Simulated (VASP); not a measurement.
Input of a VASP 6.6.1 run:

The input POSCAR:

```
NaCaI3
1.0
    6.1258977255      0.0000000000      0.0000000000
    0.0000000000      6.1258977255      0.0000000000
    0.0000000000      0.0000000000      6.1258977255
Na Ca I
1 1 3
Direct
    0.0000000000      0.0000000000      0.0000000000
    0.5000000000      0.5000000000      0.5000000000
    0.5000000000      0.5000000000      0.0000000000
    0.5000000000      0.0000000000      0.5000000000
    0.0000000000      0.5000000000      0.5000000000
```

INCAR.step1

```
SYSTEM = NaCaI3
PREC = Accurate
ENCUT = 520
ISMEAR = 0
SIGMA = 0.01
LREAL = .FALSE.
LASPH = .TRUE.
NELM = 80
NBANDS = 27
GGA = PE
ALGO = Normal
EDIFF = 1E-4
LWAVE = .TRUE.
LCHARG = .FALSE.
```

The input INCAR.step2:

```
SYSTEM = NaCaI3
PREC = Accurate
ENCUT = 520
EDIFF = 1E-7
ISMEAR = 0
SIGMA = 0.01
LREAL = .FALSE.
LASPH = .TRUE.
NELM = 80
ALGO = Normal
ISIF = 2
LWAVE = .FALSE.
LCHARG = .FALSE.
METAGGA = R2SCAN
LMIXTAU = .TRUE.
NBANDS = 27
ISTART = 1
```

KPOINTS

```
Automatic mesh
0
G
  4 4 4
  0 0 0
```

Potentials or basis: VASP PAW PBE potentials, release 64 (Na_pv, Ca_sv, I).

Command:

```sh
$ cat potpaw_PBE.64/Na_pv/POTCAR potpaw_PBE.64/Ca_sv/POTCAR potpaw_PBE.64/I/POTCAR > POTCAR
$ cp INCAR.step1 INCAR
$ mpirun -np 1 vasp_std > vasp.out
$ cp INCAR.step2 INCAR
$ mpirun -np 1 vasp_std > vasp.out
```

(1) Estimate the pressure.

(2) Estimate the band gap on the k mesh.

Results:

(1) 0.0 GPa.

(2) 3.07 eV, indirect (least direct gap 3.44 eV).

Caveat: the PAW data sets were made with another functional, which shifts forces and pressure a little; spin-orbit coupling is left out, which moves the levels of the heavy elements.
